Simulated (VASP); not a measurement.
# In3BiSb2 (P3m1) in VASP: further runs

In3BiSb2 is run at these levels: PBE, r2SCAN; tasks: single point.

All numbers are computed with VASP 6.6.1; they aren't measurements. Logs are shortened: lines on timing, memory, paths and dates and some standing lists are left out, and cuts for length are marked.

### Step 1. The cell of the first run

The structure is trigonal, space group P3m1 (No. 156). Conventional cell: a = 4.792 Å, b = 4.792 Å, c = 11.730 Å, α = 90.00°, β = 90.00°, γ = 120.00°. Within 3.8 Å of Sb (site symmetry 3m) lie 4 In at 2.90 to 2.92 Å. Sb (site symmetry 3m) has 4 In at 2.91 to 2.92 Å within 3.8 Å. Within 3.9 Å of Bi (site symmetry 3m) lie 4 In at 2.96 to 2.98 Å. In (site symmetry 3m) has 4 Sb at 2.91 to 2.92 Å within 3.8 Å. In (site symmetry 3m) has 3 Sb at 2.92 Å and 1 Bi at 2.98 Å within 3.8 Å. Within 3.8 Å of In (site symmetry 3m) lie 1 Sb at 2.90 Å and 3 Bi at 2.96 Å.

### Step 2. Single point, PBE (volume changed by +3%)

INCAR

```
SYSTEM = In3BiSb2
ALGO     = Normal         ! electronic algorithm
EDIFF    = 1E-6           ! SCF threshold, eV
ENCUT    = 520            ! plane-wave cutoff, eV
GGA      = PE             ! functional
ISIF     = 2              ! what is computed and relaxed
ISMEAR   = -1             ! smearing method
LASPH    = .True.         ! aspherical terms in the spheres
LCHARG   = .False.        ! write CHGCAR
LREAL    = .False.        ! projectors in reciprocal space
LWAVE    = .False.        ! write WAVECAR
NBANDS   = 41             ! bands
NELM     = 100            ! most SCF steps
PREC     = Accurate       ! precision mode
SIGMA    = 0.02           ! smearing width, eV
```

KPOINTS

```
k-points
0
Gamma
  6 6 2
  0 0 0
```

POSCAR

```
In3BiSb2
1.0
    4.7921243808      0.0000000000      0.0000000000
   -2.3960621904      4.1501014519      0.0000000000
    0.0000000000      0.0000000000     11.7295591566
Sb Bi In
2 1 3
Direct
    0.0000000000      0.0000000000      0.0029669446
    0.3333333333      0.6666666667      0.3312241563
    0.6666666667      0.3333333333      0.6656474557
    0.3333333333      0.6666666667      0.0833708467
    0.6666666667      0.3333333333      0.4112629399
    0.0000000000      0.0000000000      0.7555276568
```

Potentials or basis: VASP PAW PBE potentials, release 64 (Sb, Bi_d, In_d).

Started as:

```
$ cat potpaw_PBE.64/Sb/POTCAR potpaw_PBE.64/Bi_d/POTCAR potpaw_PBE.64/In_d/POTCAR > POTCAR
$ mpirun -np 1 vasp_std > vasp.out
```

OUTCAR:

```text
SYSTEM = In3BiSb2
   EDIFF = 1E-6
   ENCUT = 520
   GGA = PE
   ISIF = 2
   ISMEAR = -1
   LASPH = .True.
   LREAL = .False.
   NELM = 100
   PREC = Accurate

 ion  position               nearest neighbor table
   1  0.000  0.000  0.003-   6 2.90   4 2.92   4 2.92   4 2.92
   2  0.333  0.667  0.331-   4 2.91   5 2.92   5 2.92   5 2.92
   3  0.667  0.333  0.666-   6 2.96   6 2.96   6 2.96   5 2.98
   4  0.333  0.667  0.083-   2 2.91   1 2.92   1 2.92   1 2.92
   5  0.667  0.333  0.411-   2 2.92   2 2.92   2 2.92   3 2.98
   6  0.000  0.000  0.756-   1 2.90   3 2.96   3 2.96   3 2.96

  LATTYP: Found a hexagonal cell.
 ALAT       =     4.7921243808
 C/A-ratio  =     2.4476741888

  Lattice vectors:

 A1 = (   4.7921243808,   0.0000000000,   0.0000000000)
 A2 = (  -2.3960621904,   4.1501014519,   0.0000000000)
 A3 = (   0.0000000000,   0.0000000000,  11.7295591566)

Analysis of symmetry for initial positions (statically):
=====================================================================
 Subroutine PRICEL returns:
 Original cell was already a primitive cell.

 Routine SETGRP: Setting up the symmetry group for a
 hexagonal supercell.

 Subroutine GETGRP returns: Found  6 space group operations
 (whereof  6 operations were pure point group operations)
 out of a pool of 24 trial point group operations.

The static configuration has the point symmetry C_3v.

Analysis of symmetry for dynamics (positions and initial velocities):
=====================================================================
 Subroutine PRICEL returns:
 Original cell was already a primitive cell.

 Routine SETGRP: Setting up the symmetry group for a
 hexagonal supercell.

 Subroutine GETGRP returns: Found  6 space group operations
 (whereof  6 operations were pure point group operations)
 out of a pool of 24 trial point group operations.

The dynamic configuration has the point symmetry C_3v.

 Subroutine INISYM returns: Found  6 space group operations
 (whereof  6 operations are pure point group operations),
 and found     1 'primitive' translations

----------------------------------------------------------------------------------------

                                     Primitive cell

  volume of cell :     233.2752

  direct lattice vectors                    reciprocal lattice vectors
     4.792124381  0.000000000  0.000000000     0.208675719  0.120478982  0.000000000
    -2.396062190  4.150101452  0.000000000     0.000000000  0.240957965  0.000000000
     0.000000000  0.000000000 11.729559157     0.000000000  0.000000000  0.085254696

  length of vectors
     4.792124381  4.792124381 11.729559157     0.240957965  0.240957965  0.085254696

  position of ions in fractional coordinates (direct lattice)
     0.000000000  0.000000000  0.002966945
     0.333333333  0.666666667  0.331224156
     0.666666667  0.333333333  0.665647456
     0.333333333  0.666666667  0.083370847
     0.666666667  0.333333333  0.411262940
     0.000000000  0.000000000  0.755527657

  ion indices of the primitive-cell ions
   primitive index   ion index
                 1           1
                 2           2
                 3           3
                 4           4
                 5           5
                 6           6

----------------------------------------------------------------------------------------

 KPOINTS: k-points

Automatic generation of k-mesh.
 Grid dimensions read from file:
 generate k-points for:    6    6    2

 Generating k-lattice:

  Cartesian coordinates                     Fractional coordinates (reciprocal lattice)
     0.034779286  0.020079830  0.000000000     0.166666667  0.000000000  0.000000000
     0.000000000  0.040159661  0.000000000     0.000000000  0.166666667  0.000000000
     0.000000000  0.000000000  0.042627348     0.000000000  0.000000000  0.500000000

  Length of vectors
     0.040159661  0.040159661  0.042627348

  Shift w.r.t. Gamma in fractional coordinates (k-lattice)
     0.000000000  0.000000000  0.000000000

 Subroutine IBZKPT returns following result:
 ===========================================

 Found     14 irreducible k-points:

 Following reciprocal coordinates:
            Coordinates               Weight
  0.000000  0.000000  0.000000      1.000000
  0.166667  0.000000  0.000000      6.000000
  0.333333  0.000000  0.000000      6.000000
  0.500000  0.000000  0.000000      3.000000
  0.166667  0.166667  0.000000      6.000000
  0.333333  0.166667  0.000000     12.000000
  0.333333  0.333333  0.000000      2.000000
  0.000000  0.000000  0.500000      1.000000
  0.166667  0.000000  0.500000      6.000000
  0.333333  0.000000  0.500000      6.000000
  0.500000  0.000000  0.500000      3.000000
  0.166667  0.166667  0.500000      6.000000
  0.333333  0.166667  0.500000     12.000000
  0.333333  0.333333  0.500000      2.000000
   k-points           NKPTS =     14   k-points in BZ     NKDIM =     14   number of bands    NBANDS=     41
[... 39 lines left out ...]
  Fermi-wavevector in a.u.,A,eV,Ry     =   1.063764  2.010223 15.396272  1.131594
  Thomas-Fermi vector in A             =   2.199260
   LORBIT       =      0    0 simple, 1 ext, 2 COOP (PROOUT), +10 PAW based schemes
   GGA     = PE    functional components
   LHFCALC =     F    Hartree Fock is set to
   AEXX    =    0.0000 exact exchange contribution
   IVDW    =     0    specifies the selected vdW correction
   LEPSILON=     F    determine dielectric tensor
   LRPA    =     F    only Hartree local field effects (RPA)
 non-spin polarized calculation
  energy-cutoff  :      520.00
  volume of cell :      233.28
 maximum number of plane-waves:      6363
 NGX is ok and might be reduce to    36
   NGX = 17   NGY = 17   NGZ = 43

 number of electron      63.9999971 magnetization

 Free energy of the ion-electron system (eV)
  ---------------------------------------------------
  ext. energy  EPLUGINS =         0.00000000
  ---------------------------------------------------
  free energy    TOTEN  =       -20.26763930 eV

  energy without entropy =      -20.26665180  energy(sigma->0) =      -20.26714555

 E-fermi :   4.0938     XC(G=0):  -8.2284

 val. band max:        4.0052059328   @ k =   0.0000   0.0000   0.0000
 cond. band min:       4.0957408829   @ k =   0.0000   0.0000   0.0000
 fundamental gap:      0.0905349501
 Fermi energy:         4.0937527952

 k-point     1 :       0.0000    0.0000    0.0000
  band No.  band energies     occupation
      1     -18.1693      2.00000
      2     -18.1646      2.00000
      3     -18.1646      2.00000
      4     -18.1431      2.00000
      5     -18.1431      2.00000
      6     -10.5091      2.00000
[... 33 lines left out ...]
     40       7.6326      0.00000
     41       7.8493      0.00000

 k-point     2 :       0.1667    0.0000    0.0000
  band No.  band energies     occupation
      1     -18.1689      2.00000
      2     -18.1649      2.00000
      3     -18.1642      2.00000
      4     -18.1432      2.00000
      5     -18.1423      2.00000
      6     -10.5121      2.00000
[... 33 lines left out ...]
     40       7.8228      0.00000
     41       7.9708      0.00000

 k-point     3 :       0.3333    0.0000    0.0000
  band No.  band energies     occupation
      1     -18.1682      2.00000
      2     -18.1651      2.00000
      3     -18.1632      2.00000
      4     -18.1433      2.00000
      5     -18.1407      2.00000
      6     -10.5208      2.00000
[... 33 lines left out ...]
     40       8.5532      0.00000
     41       8.6687      0.00000

 k-point     4 :       0.5000    0.0000    0.0000
  band No.  band energies     occupation
      1     -18.1681      2.00000
      2     -18.1649      2.00000
      3     -18.1628      2.00000
      4     -18.1434      2.00000
      5     -18.1399      2.00000
      6     -10.5259      2.00000
[... 385 lines left out ...]
     40       8.5250      0.00000
     41       8.6467      0.00000

 k-point    13 :       0.3333    0.1667    0.5000
  band No.  band energies     occupation
      1     -18.1676      2.00000
      2     -18.1650      2.00000
      3     -18.1633      2.00000
      4     -18.1429      2.00000
      5     -18.1405      2.00000
      6     -10.5224      2.00000
[... 33 lines left out ...]
     40       8.5419      0.00000
     41       8.7168      0.00000

 k-point    14 :       0.3333    0.3333    0.5000
  band No.  band energies     occupation
      1     -18.1670      2.00000
      2     -18.1644      2.00000
      3     -18.1641      2.00000
      4     -18.1417      2.00000
      5     -18.1413      2.00000
      6     -10.5217      2.00000
[... 33 lines left out ...]
     40       8.4795      0.00000
     41       9.0034      0.00000

------------------------ aborting loop because EDIFF is reached ----------------------------------------

  FORCE on cell =-STRESS in cart. coord.  units (eV):
  Direction    XX          YY          ZZ          XY          YZ          ZX
  --------------------------------------------------------------------------------------
  -------------------------------------------------------------------------------------
  Total       -1.4154863     -1.4154863     -1.4238595      0.0000000      0.0000000     -0.0000000
  in kB       -9.7218244     -9.7218244     -9.7793329      0.0000000      0.0000000     -0.0000000
  external PRESSURE =      -9.7409939 kB  Pullay stress =       0.0000000 kB

 VOLUME and BASIS-vectors are now :
 -----------------------------------------------------------------------------
  energy-cutoff  :      520.00
  volume of cell :      233.28
      direct lattice vectors                 reciprocal lattice vectors
     4.792124381  0.000000000  0.000000000     0.208675719  0.120478982  0.000000000
    -2.396062190  4.150101452  0.000000000     0.000000000  0.240957965  0.000000000
     0.000000000  0.000000000 11.729559157     0.000000000  0.000000000  0.085254696

 POSITION                                       TOTAL-FORCE (eV/Angst)
 -----------------------------------------------------------------------------------
      0.00000      0.00000      0.03480         0.000000      0.000000     -0.005968
     -0.00000      2.76673      3.88511         0.000000      0.000000     -0.008334
      2.39606      1.38337      7.80775         0.000000     -0.000000      0.014631
     -0.00000      2.76673      0.97790        -0.000000      0.000000      0.005237
      2.39606      1.38337      4.82393         0.000000     -0.000000     -0.003941
      0.00000      0.00000      8.86201        -0.000000      0.000000     -0.001625
 -----------------------------------------------------------------------------------
    total drift:                                0.000000      0.000000      0.000075

  FREE ENERGIE OF THE ION-ELECTRON SYSTEM (eV)
  ---------------------------------------------------
  free  energy   TOTEN  =       -20.2676393032 eV

  energy  without entropy=      -20.2666518031  energy(sigma->0) =      -20.26714555
```

It took 4.7 min on 1 thread of AMD EPYC 7R13, shared host; peak memory 0.38 GiB.

Results:

```
Free energy            : -20.2676 eV
Pressure               : -1.0 GPa
Largest force          : 0.015 eV/Å
Band gap on the k mesh : zero (filled and empty bands touch)
```

Forces in eV/Å, atoms in the order of the input:
```
Sb   0.000  0.000 -0.006
Sb   0.000  0.000 -0.008
Bi   0.000  0.000  0.015
In   0.000  0.000  0.005
In   0.000  0.000 -0.004
In   0.000  0.000 -0.002
```

Levels at points of the mesh, in eV from the Fermi level:
| k point | band 30 | band 31 | band 32 | band 33 | band 34 | band 35 |
| --- | --- | --- | --- | --- | --- | --- |
| (0.00, 0.00, 0.00) | -0.68 | -0.09 | 0.00 | 0.00 | 0.20 | 0.28 |
| (0.50, 0.00, 0.00) | -1.91 | -1.37 | -1.11 | 1.18 | 1.29 | 1.37 |
| (0.00, 0.00, 0.50) | -0.48 | -0.15 | -0.15 | 0.08 | 0.37 | 0.51 |
| (0.50, 0.00, 0.50) | -1.69 | -0.92 | -0.88 | 0.08 | 1.36 | 1.53 |

Caveat: spin-orbit coupling is left out, which moves the levels of the heavy elements.

### Step 3. Single point, PBE (volume changed by +6%)

INCAR

```
SYSTEM = In3BiSb2
PREC     = Accurate       ! precision mode
ENCUT    = 520            ! plane-wave cutoff, eV
EDIFF    = 1E-6           ! SCF threshold, eV
ISMEAR   = -1             ! smearing method
SIGMA    = 0.02           ! smearing width, eV
LREAL    = .FALSE.        ! projectors in reciprocal space
LASPH    = .TRUE.         ! aspherical terms in the spheres
NELM     = 80             ! most SCF steps
ALGO     = Normal         ! electronic algorithm
ISIF     = 2              ! what is computed and relaxed
LWAVE    = .FALSE.        ! write WAVECAR
LCHARG   = .FALSE.        ! write CHGCAR
GGA      = PE             ! functional
NBANDS   = 41             ! bands
```

KPOINTS

```
regular mesh
0
G
  6 6 2
  0 0 0
```

Changes to POSCAR since step 2:

```diff
@@ -2,5 +2,5 @@
 1.0
-    4.7921243808      0.0000000000      0.0000000000
-   -2.3960621904      4.1501014519      0.0000000000
-    0.0000000000      0.0000000000     11.7295591566
+    4.8382053267      0.0000000000      0.0000000000
+   -2.4191026633      4.1900087217      0.0000000000
+    0.0000000000      0.0000000000     11.8423502985
 Sb Bi In
```

Potentials or basis: VASP PAW PBE potentials, release 64 (Sb, Bi_d, In_d).

Started as:

```
$ cat potpaw_PBE.64/Sb/POTCAR potpaw_PBE.64/Bi_d/POTCAR potpaw_PBE.64/In_d/POTCAR > POTCAR
$ mpirun -np 1 vasp_std > vasp.out
```

Wall time 4.9 min (1 thread of AMD EPYC 7R13, shared host); peak memory 0.37 GiB.

It converged, with:

```yaml
Free_energy: -20.2104 eV
Pressure: -1.8 GPa
Largest_force: 0.024 eV/Å
Band_gap_on_the_k_mesh: zero (filled and empty bands touch)
```

Forces in eV/Å, atoms in the order of the input:
```
Sb   0.000  0.000 -0.012
Sb   0.000  0.000 -0.016
Bi   0.000  0.000  0.024
In   0.000  0.000  0.011
In   0.000  0.000 -0.007
In   0.000  0.000 -0.001
```

Levels at points of the mesh, in eV from the Fermi level:
```csv
k point,band 28,band 29,band 30,band 31,band 32,band 33,band 34,band 35,band 36,band 37
"(0.00, 0.00, 0.00)",-0.85,-0.65,-0.65,-0.08,0.01,0.01,0.17,0.26,2.83,2.83
"(0.50, 0.00, 0.00)",-1.95,-1.93,-1.83,-1.30,-1.06,1.16,1.28,1.38,1.41,3.34
"(0.00, 0.00, 0.50)",-0.93,-0.45,-0.45,-0.14,-0.14,0.05,0.33,0.47,3.15,3.15
"(0.50, 0.00, 0.50)",-2.21,-1.81,-1.61,-0.88,-0.84,0.06,1.38,1.54,2.41,2.49
```

Caveat: spin-orbit coupling is left out, which moves the levels of the heavy elements.

### Step 4. Single point, r2SCAN (volume changed by -6%)

POSCAR

```
In3BiSb2
1.0
    4.5893802912      0.0000000000      0.0000000000
   -2.2946901456      3.9745199198      0.0000000000
    0.0000000000      0.0000000000     11.2398497890
Sb Bi In
2 1 3
Direct
    0.0000000000      0.0000000000      0.0027971533
    0.3333333333      0.6666666667      0.3312559223
    0.6666666667      0.3333333333      0.6656864263
    0.3333333333      0.6666666667      0.0833243461
    0.6666666667      0.3333333333      0.4115834924
    0.0000000000      0.0000000000      0.7553526596
```

INCAR.step1

```
SYSTEM = In3BiSb2
ALGO = Normal
EDIFF = 1E-4
ENCUT = 520
GGA = PE
ISMEAR = -1
LASPH = .TRUE.
LCHARG = .FALSE.
LREAL = .FALSE.
LWAVE = .TRUE.
NBANDS = 41
NELM = 60
PREC = Accurate
SIGMA = 0.02
```

INCAR.step2

```
SYSTEM = In3BiSb2
ALGO = Normal
EDIFF = 1E-6
ENCUT = 520
ISIF = 2
ISMEAR = -1
ISTART = 1
LASPH = .TRUE.
LCHARG = .TRUE.
LELF = .TRUE.
LMIXTAU = .TRUE.
LREAL = .FALSE.
LVHAR = .TRUE.
LWAVE = .FALSE.
METAGGA = R2SCAN
NBANDS = 41
NELM = 60
PREC = Accurate
SIGMA = 0.02
```

KPOINTS

```
k-points
0
G
  6 6 2
  0 0 0
```

Started as:

```
$ cat potpaw_PBE.64/Sb/POTCAR potpaw_PBE.64/Bi_d/POTCAR potpaw_PBE.64/In_d/POTCAR > POTCAR
$ cp INCAR.step1 INCAR
$ mpirun -np 1 vasp_std > vasp.out
$ cp INCAR.step2 INCAR
$ mpirun -np 1 vasp_std > vasp.out
```

Wall time 29 min (1 thread of AMD EPYC 7R13, shared host); peak memory 0.4 GiB.

It converged, with:

```
Free energy            : -178.6108 eV
Pressure               : 2.9 GPa
Largest force          : 0.038 eV/Å
Band gap on the k mesh : zero (filled and empty bands touch)
```

Forces on the atoms (eV/Å):
```
Sb   0.000  0.000  0.016
Sb   0.000  0.000  0.028
Bi   0.000  0.000 -0.038
In   0.000  0.000 -0.018
In   0.000  0.000  0.002
In   0.000  0.000  0.009
```

Levels at points of the mesh, in eV from the Fermi level:
| k point | band 28 | band 29 | band 30 | band 31 | band 32 | band 33 | band 34 | band 35 | band 36 | band 37 |
| --- | --- | --- | --- | --- | --- | --- | --- | --- | --- | --- |
| (0.00, 0.00, 0.00) | -0.86 | -0.86 | -0.31 | -0.09 | 0.00 | 0.00 | 0.69 | 0.76 | 3.07 | 3.07 |
| (0.50, 0.00, 0.00) | -2.54 | -2.49 | -2.33 | -1.72 | -1.42 | 1.34 | 1.39 | 1.77 | 1.89 | 3.73 |
| (0.00, 0.00, 0.50) | -1.22 | -0.60 | -0.60 | -0.21 | -0.21 | 0.54 | 0.92 | 1.06 | 3.47 | 3.47 |
| (0.50, 0.00, 0.50) | -2.90 | -2.38 | -2.13 | -1.16 | -1.12 | 0.54 | 1.49 | 1.71 | 2.80 | 2.83 |

Caveat: the PAW data sets were made with another functional, which shifts forces and pressure a little; spin-orbit coupling is left out, which moves the levels of the heavy elements.

### Step 5. Summary

```csv
level,cell,gap on the mesh (eV),pressure (GPa),largest force (eV/Å)
PBE,"a = 4.792, b = 4.792, c = 11.730 Å, angles 90.0, 90.0, 120.0°, 6 atoms",none,-1.0,0.01
PBE,"a = 4.838, b = 4.838, c = 11.842 Å, angles 90.0, 90.0, 120.0°, 6 atoms",none,-1.8,0.02
r2SCAN,"a = 4.589, b = 4.589, c = 11.240 Å, angles 90.0, 90.0, 120.0°, 6 atoms",none,2.9,0.04
```

Alike in all rows: task single point; potentials or basis VASP PAW PBE potentials, release 64 (Sb, Bi_d, In_d); no spin polarisation; k mesh 6 × 6 × 2; cutoff (eV) 520; smearing fermi-dirac 0.02 eV.

Caveats: spin-orbit coupling is left out, which moves the levels of the heavy elements; the PAW data sets were made with another functional, which shifts forces and pressure a little (some runs).

Absolute energies hang on the potentials; compare differences alone.
